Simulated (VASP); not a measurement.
Write the native input for VASP 6.6.1 that does the following.

| Quantity | Value |
| --- | --- |
| Task | single point |
| Functional | PBE |
| Potentials or basis | VASP PAW PBE potentials, release 64 (Pt) |
| Cutoff | 520 eV |
| k mesh | 26 × 26 × 26 |
| Occupations | gaussian, width 0.15 eV |
| Spin | no spin polarisation |
| Dipole correction | no |
| Further INCAR settings | ALGO = Fast; EDIFF = 1e-06; NBANDS = 11 |

The structure of Pt lies in POSCAR:

```
Pt
1.0
    0.0000000000      1.8858023017      2.0843078071
    1.8858023017      0.0000000000      2.0843078071
    1.8858023017      1.8858023017      0.0000000000
Pt
1
Direct
    0.0000000000      0.0000000000      0.0000000000
```

This cell differs from its parent crystal: strain -0.050 along x and y, +0.050 along z.

One way to write it, as run:

INCAR

```
ALGO     = Fast           # electronic algorithm
EDIFF    = 1E-6           # SCF threshold, eV
ENCUT    = 520            # plane-wave cutoff, eV
GGA      = PE             # functional
ISIF     = 2              # what is computed and relaxed
ISMEAR   = 0              # smearing method
LASPH    = True           # aspherical terms in the spheres
LCHARG   = True           # write CHGCAR
LELF     = True           # ELF
LREAL    = False          # projectors in reciprocal space
LVHAR    = True         
LWAVE    = False          # write WAVECAR
NBANDS   = 11             # bands
NELM     = 60             # most SCF steps
PREC     = Accurate       # precision mode
SIGMA    = 0.15           # smearing width, eV
```

KPOINTS

```
k-points
0
Gamma
  26 26 26
```

Potentials or basis: VASP PAW PBE potentials, release 64 (Pt).

Command:

```sh
$ cat potpaw_PBE.64/Pt/POTCAR > POTCAR
$ mpirun -np 1 vasp_std > vasp.out
```

It gave:

* Pressure: 16.4 GPa
* Band gap on the k mesh: zero (band 5 reaches 12.69 eV, above the bottom of band 6 at 9.84 eV)

Caveat: the cell differs from its parent crystal (strain -0.050 along x and y, +0.050 along z); spin-orbit coupling is left out, which moves the levels of the heavy elements.

It took 63 s on 1 thread of Intel(R) Xeon(R) 6975P-C (Granite Rapids) (shared host), peak memory 0.33 GiB.
